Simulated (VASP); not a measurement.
# Ca (Fm-3m) in VASP: a series of runs

Aim: see how the results for Ca move with the level of theory and the settings. Levels: HSE06, PBE. Tasks: single point.

All numbers are computed with VASP 6.6.1; they aren't measurements. Logs are shortened: lines on timing, memory, paths and dates and some standing lists are left out, and cuts for length are marked.

**1. The cell of the first run**

Symmetry: Fm-3m, No. 225, cubic system. The conventional cell has a = 5.593 Å, b = 5.593 Å, c = 5.593 Å, α = 90.00°, β = 90.00°, γ = 90.00°. Within 5.2 Å of Ca (site symmetry m-3m) lie 12 Ca at 3.95 Å.

**2. Single point, HSE06**

The input, POSCAR:

```
Ca
1.0
    0.0000000000      2.7963199545      2.7963199545
    2.7963199545      0.0000000000      2.7963199545
    2.7963199545      2.7963199545      0.0000000000
Ca
1
Direct
    0.0000000000      0.0000000000      0.0000000000
```

The input, INCAR.step1:

```
ALGO = Normal ; EDIFF = 1E-5
ENCUT = 520 ; GGA = PE
ISIF = 2 ; ISMEAR = -1
LASPH = T ; LCHARG = F
LREAL = F ; LWAVE = T
NBANDS = 11 ; NELM = 80
PREC = Accurate ; SIGMA = 0.1
```

The input, INCAR.step2:

```
ALGO = Normal ; EDIFF = 1E-6
ENCUT = 520 ; GGA = PE
HFSCREEN = 0.2079 ; ISIF = 2
ISMEAR = -1 ; ISTART = 1
LASPH = T ; LCHARG = F
LHFCALC = T ; LREAL = F
LWAVE = F ; NBANDS = 11
NELM = 80 ; PREC = Accurate
PRECFOCK = Normal ; SIGMA = 0.1
```

The input, KPOINTS:

```
k-points
0
Gamma
  6 6 6
```

Potentials or basis: VASP PAW PBE potentials, release 64 (Ca_sv).

Run with:

```bash
cat potpaw_PBE.64/Ca_sv/POTCAR > POTCAR
cp INCAR.step1 INCAR
mpirun -np 1 vasp_std > vasp.out
cp INCAR.step2 INCAR
mpirun -np 1 vasp_std > vasp.out
```

OUTCAR:

```text
EDIFF = 1E-6
   ENCUT = 520
   GGA = PE
   HFSCREEN = 0.2079
   ISIF = 2
   ISMEAR = -1
   ISTART = 1
   LASPH = T
   LHFCALC = T
   LREAL = F
   NELM = 80
   PREC = Accurate
   PRECFOCK = Normal

 ion  position               nearest neighbor table
   1  0.000  0.000  0.000-

  LATTYP: Found a face centered cubic cell.
 ALAT       =     5.5926399090

  Lattice vectors:

 A1 = (   0.0000000000,   2.7963199545,   2.7963199545)
 A2 = (   2.7963199545,   0.0000000000,   2.7963199545)
 A3 = (   2.7963199545,   2.7963199545,   0.0000000000)

Analysis of symmetry for initial positions (statically):
=====================================================================
 Subroutine PRICEL returns:
 Original cell was already a primitive cell.

 Routine SETGRP: Setting up the symmetry group for a
 face centered cubic supercell.

 Subroutine GETGRP returns: Found 48 space group operations
 (whereof 48 operations were pure point group operations)
 out of a pool of 48 trial point group operations.

The static configuration has the point symmetry O_h .

Analysis of symmetry for dynamics (positions and initial velocities):
=====================================================================
 Subroutine PRICEL returns:
 Original cell was already a primitive cell.

 Routine SETGRP: Setting up the symmetry group for a
 face centered cubic supercell.

 Subroutine GETGRP returns: Found 48 space group operations
 (whereof 48 operations were pure point group operations)
 out of a pool of 48 trial point group operations.

The dynamic configuration has the point symmetry O_h .

 Subroutine INISYM returns: Found 48 space group operations
 (whereof 48 operations are pure point group operations),
 and found     1 'primitive' translations

----------------------------------------------------------------------------------------

                                     Primitive cell

  volume of cell :      43.7311

  direct lattice vectors                    reciprocal lattice vectors
     0.000000000  2.796319954  2.796319954    -0.178806434  0.178806434  0.178806434
     2.796319954  0.000000000  2.796319954     0.178806434 -0.178806434  0.178806434
     2.796319954  2.796319954  0.000000000     0.178806434  0.178806434 -0.178806434

  length of vectors
     3.954593604  3.954593604  3.954593604     0.309701829  0.309701829  0.309701829

  position of ions in fractional coordinates (direct lattice)
     0.000000000  0.000000000  0.000000000

  ion indices of the primitive-cell ions
   primitive index   ion index
                 1           1

----------------------------------------------------------------------------------------

 KPOINTS: k-points

Automatic generation of k-mesh.
 Grid dimensions read from file:
 generate k-points for:    6    6    6

 Generating k-lattice:

  Cartesian coordinates                     Fractional coordinates (reciprocal lattice)
    -0.029801072  0.029801072  0.029801072     0.166666667  0.000000000  0.000000000
     0.029801072 -0.029801072  0.029801072     0.000000000  0.166666667  0.000000000
     0.029801072  0.029801072 -0.029801072     0.000000000  0.000000000  0.166666667

  Length of vectors
     0.051616971  0.051616971  0.051616971

  Shift w.r.t. Gamma in fractional coordinates (k-lattice)
     0.000000000  0.000000000  0.000000000

 Subroutine IBZKPT returns following result:
 ===========================================

 Found     16 irreducible k-points:

 Following reciprocal coordinates:
            Coordinates               Weight
  0.000000  0.000000  0.000000      1.000000
  0.166667  0.000000  0.000000      8.000000
  0.333333  0.000000  0.000000      8.000000
  0.500000  0.000000  0.000000      4.000000
  0.166667  0.166667  0.000000      6.000000
  0.333333  0.166667  0.000000     24.000000
[... 8 lines left out ...]
 -0.333333  0.333333  0.166667     24.000000
 -0.333333  0.500000  0.166667     12.000000
   k-points           NKPTS =     16   k-points in BZ     NKDIM =    216   number of bands    NBANDS=     11
   number of dos      NEDOS =    301   number of ions     NIONS =      1
   total plane-waves  NPLWV =  27000
   dimension x,y,z NGX =    30 NGY =   30 NGZ =   30
   dimension x,y,z NGXF=    60 NGYF=   60 NGZF=   60
   ions per type =               1
   NGX,Y,Z   is equivalent  to a cutoff of  12.61, 12.61, 12.61 a.u.
   NGXF,Y,Z  is equivalent  to a cutoff of  25.22, 25.22, 25.22 a.u.
 SYSTEM =  unknown system
   PREC   = accura    normal or accurate (medium, high low for compatibility)
   ISTART =      1    job   : 0-new  1-cont  2-samecut
   ICHARG =      0    charge: 1-file 2-atom 10-const
   ISPIN  =      1    spin polarized calculation?
   LNONCOLLINEAR =      F non collinear calculations
   LSORBIT =      F    spin-orbit coupling
   LASPH  =      T    aspherical Exc in radial PAW
   ENCUT  =  520.0 eV  38.22 Ry    6.18 a.u.   7.35  7.35  7.35*2*pi/ulx,y,z
   NELM   =     80;   NELMIN=  2; NELMDL=  0     # of ELM steps
   EDIFF  = 0.1E-05   stopping-criterion for ELM
   LREAL  =      F    real-space projection
   EDIFFG = 0.1E-04   stopping-criterion for IOM
   NSW    =      0    number of steps for IOM
   IBRION =     -1    ionic relax: 0-MD 1-quasi-New 2-CG
   NFREE  =      0    steps in history (QN), initial steepest desc. (CG)
   ISIF   =      2    stress and relaxation
   ISYM   =      3    0-nonsym 1-usesym 2-fastsym
   POTIM  = 0.5000    time-step for ionic-motion
   TEBEG  =    0.0;   TEEND  =   0.0 temperature during run
   PSTRESS=    0.0 pullay stress
   NELECT =      10.0000    total number of electrons
   NUPDOWN=      -1.0000    fix difference up-down
   EMIN   =  10.00;   EMAX   =-10.00  energy-range for DOS
   EFERMI =   0.00;   METHOD = LEGACY
   ISMEAR =    -1;   SIGMA  =   0.10  broadening in eV -4-tet -1-fermi 0-gaus
   EFERMI_NEDOS =   21; number of points for ismear=-14 and -15
   IALGO  =     38    algorithm
   IMIX   =      1    mixing-type and parameters
     AMIX     =   0.40;   BMIX     =  1.00
     AMIX_MAG =   1.60;   BMIX_MAG =  1.00
  volume/ion in A,a.u.               =      43.73       295.11
  Fermi-wavevector in a.u.,A,eV,Ry     =   1.001101  1.891807 13.635807  1.002204
  Thomas-Fermi vector in A             =   2.133501
   LORBIT       =      0    0 simple, 1 ext, 2 COOP (PROOUT), +10 PAW based schemes
   GGA     = PE    functional components
   LHFCALC =     T    Hartree Fock is set to
   PRECFOCK=normal    Normal, Fast or Accurate (Low or Medium for compatibility)
   ENCUT4O =  -1.0   cutoff for four orbital integrals eV
   NKREDX  =     1    reduce k-point grid by
   NKREDY  =     1    reduce k-point grid by
   NKREDZ  =     1    reduce k-point grid by
   AEXX    =    0.2500 exact exchange contribution
   HFSCREEN=    0.2079 screening length (either q_TF or 0.3 A-1)
   HFSCREENC=   0.2079 screening length for correlation (either q_TF or 0.3 A-1)
   ENCUTFOCK=  -1.0 apply spherical cutoff to Coloumb kernel
   IVDW    =     0    specifies the selected vdW correction
   LEPSILON=     F    determine dielectric tensor
   LRPA    =     F    only Hartree local field effects (RPA)
 non-spin polarized calculation
  energy-cutoff  :      520.00
  volume of cell :       43.73
 maximum number of plane-waves:      1243
 NGX is ok and might be reduce to    30
  NGX = 24; NGY = 24; NGZ = 24

 number of electron       9.9999997 magnetization

 Free energy of the ion-electron system (eV)
  ---------------------------------------------------
  ext. energy  EPLUGINS =         0.00000000
  ---------------------------------------------------
  free energy    TOTEN  =        -1.82528268 eV

  energy without entropy =       -1.78109948  energy(sigma->0) =       -1.80319108

 E-fermi :   2.0003     XC(G=0):  -6.4283

 val. band max:        1.8896982931   @ k =  -0.3333   0.3333   0.1667
 cond. band min:       2.0313403589   @ k =  -0.3333   0.5000   0.1667
 fundamental gap:      0.1416420658
 Fermi energy:         2.0003397864

 k-point     1 :       0.0000    0.0000    0.0000
  band No.  band energies     occupation
      1     -43.8690      2.00000
      2     -23.2961      2.00000
      3     -23.2961      2.00000
      4     -23.2961      2.00000
      5      -2.8881      2.00000
      6       5.0652      0.00000
      7       5.0652      0.00000
      8       5.0652      0.00000
      9       6.2511      0.00000
     10       6.2511      0.00000
     11      11.3639      0.00000

 k-point     2 :       0.1667    0.0000    0.0000
  band No.  band energies     occupation
      1     -43.8660      2.00000
      2     -23.3291      2.00000
      3     -23.3003      2.00000
      4     -23.3003      2.00000
      5      -2.3553      2.00000
      6       4.4743      0.00000
      7       5.2008      0.00000
      8       5.2008      0.00000
      9       6.1366      0.00000
     10       6.1366      0.00000
     11      11.0753      0.00000

 k-point     3 :       0.3333    0.0000    0.0000
  band No.  band energies     occupation
      1     -43.8600      2.00000
      2     -23.3938      2.00000
      3     -23.3090      2.00000
      4     -23.3090      2.00000
      5      -0.8752      2.00000
      6       3.1300      0.00002
      7       5.0682      0.00000
      8       5.0682      0.00000
      9       6.5466      0.00000
     10       6.5466      0.00000
     11       8.8095      0.00000
[... 155 lines left out ...]
 k-point    15 :      -0.3333    0.3333    0.1667
  band No.  band energies     occupation
      1     -43.8542      2.00000
      2     -23.3947      2.00000
      3     -23.3620      2.00000
      4     -23.3315      2.00000
      5       1.8897      1.50292
      6       2.1614      0.33307
      7       3.5047      0.00000
      8       5.3357      0.00000
      9       6.7198      0.00000
     10       7.5082      0.00000
     11       7.5255      0.00000

 k-point    16 :      -0.3333    0.5000    0.1667
  band No.  band energies     occupation
      1     -43.8533      2.00000
      2     -23.3962      2.00000
      3     -23.3599      2.00000
      4     -23.3434      2.00000
      5       2.0313      0.84623
      6       2.8228      0.00054
      7       2.9454      0.00016
      8       5.4173      0.00000
      9       7.2270      0.00000
     10       7.5403      0.00000
     11       7.7711      0.00000

------------------------ aborting loop because EDIFF is reached ----------------------------------------

  FORCE on cell =-STRESS in cart. coord.  units (eV):
  Direction    XX          YY          ZZ          XY          YZ          ZX
  --------------------------------------------------------------------------------------
  -------------------------------------------------------------------------------------
  Total       -0.0102048     -0.0102048     -0.0102048      0.0000000      0.0000000     -0.0000000
  in kB       -0.3738746     -0.3738746     -0.3738746      0.0000000      0.0000000     -0.0000000
  external PRESSURE =      -0.3738746 kB  Pullay stress =       0.0000000 kB

 VOLUME and BASIS-vectors are now :
 -----------------------------------------------------------------------------
  energy-cutoff  :      520.00
  volume of cell :       43.73
      direct lattice vectors                 reciprocal lattice vectors
     0.000000000  2.796319954  2.796319954    -0.178806434  0.178806434  0.178806434
     2.796319954  0.000000000  2.796319954     0.178806434 -0.178806434  0.178806434
     2.796319954  2.796319954  0.000000000     0.178806434  0.178806434 -0.178806434

 POSITION                                       TOTAL-FORCE (eV/Angst)
 -----------------------------------------------------------------------------------
      0.00000      0.00000      0.00000         0.000000      0.000000      0.000000
 -----------------------------------------------------------------------------------
    total drift:                               -0.000000     -0.000000     -0.000000

  FREE ENERGIE OF THE ION-ELECTRON SYSTEM (eV)
  ---------------------------------------------------
  free  energy   TOTEN  =        -1.8252826755 eV

  energy  without entropy=       -1.7810994776  energy(sigma->0) =       -1.80319108
```

Run time: 22 min. Hardware: 1 thread of Intel Xeon Platinum 8259CL at 2.50GHz (Skylake/Cascade Lake), shared host; peak memory 0.29 GiB.

Results:

```
Free energy            : -1.8253 eV
Pressure               : 0.0 GPa
Band gap on the k mesh : zero (bands 5 and 6 overlap by 0.56 eV)
```

Caveat: the PAW data sets were made with another functional, which shifts forces and pressure a little.

(Continued in part 2 of 2.)

The gap in the log of VASP goes by the Fermi energy; the results here count the filled bands.